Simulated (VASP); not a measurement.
A run of VASP 6.6.1 is set up as follows.

INCAR

```
  ALGO = Normal
  EDIFF = 1E-7
  ENCUT = 520
  GGA = CA
  ISIF = 2
  ISMEAR = -1
  LASPH = T
  LCHARG = F
  LREAL = F
  LWAVE = F
  NBANDS = 34
  NELM = 60
  PREC = Accurate
  SIGMA = 0.1002
```

Contents of KPOINTS:

```
k-points
0
Gamma
  5 5 5
```

File POSCAR:

```
Sr2CuO3
1.0
   -0.0000001377      0.0000000000      3.5073310000
    0.0000000000     -3.9205180000      0.0000000000
    6.3656470689      1.9602590000     -1.7536652500
O Sr Cu
3 2 1
Direct
    0.0000000000      0.0000000000      0.0000000000
    0.1523357421      0.6523357421      0.3046714842
    0.8476642579      0.3476642579      0.6953285158
    0.3540693673      0.8540693673      0.7081387347
    0.6459306327      0.1459306327      0.2918612653
    0.0000000000      0.5000000000      0.0000000000
```

Potentials or basis: VASP PAW LDA potentials, release 64 (O, Sr_sv, Cu).

Run with:

```console
$ cat potpaw_LDA.64/O/POTCAR potpaw_LDA.64/Sr_sv/POTCAR potpaw_LDA.64/Cu/POTCAR > POTCAR
$ mpirun -np 1 vasp_std > vasp.out
```

**Question.** Predict the largest force.

**Answer.** 0.045 eV/Å.

**Question.** Estimate the band gap on the k mesh.

**Answer.** Zero (an odd number of electrons rules out a gap without spin polarisation).

Forces on the atoms (eV/Å):
```
O    0.000  0.000  0.000
O    0.045  0.000  0.000
O   -0.045  0.000  0.000
Sr  -0.024  0.000  0.000
Sr   0.024  0.000  0.000
Cu   0.000  0.000  0.000
```

Caveat: the k points lie up to 0.37 Å⁻¹ apart, too coarse for converged energies and pressures of a metal; an odd number of electrons without spin polarisation forces a metal; a magnetic or distorted state may lie lower; semilocal functionals often make such compounds metallic where correlation or magnetic order opens a gap, which also shifts bond lengths. With open d or f shells a metallic result of LDA can be an artefact of self-interaction; +U or a hybrid may open a gap.
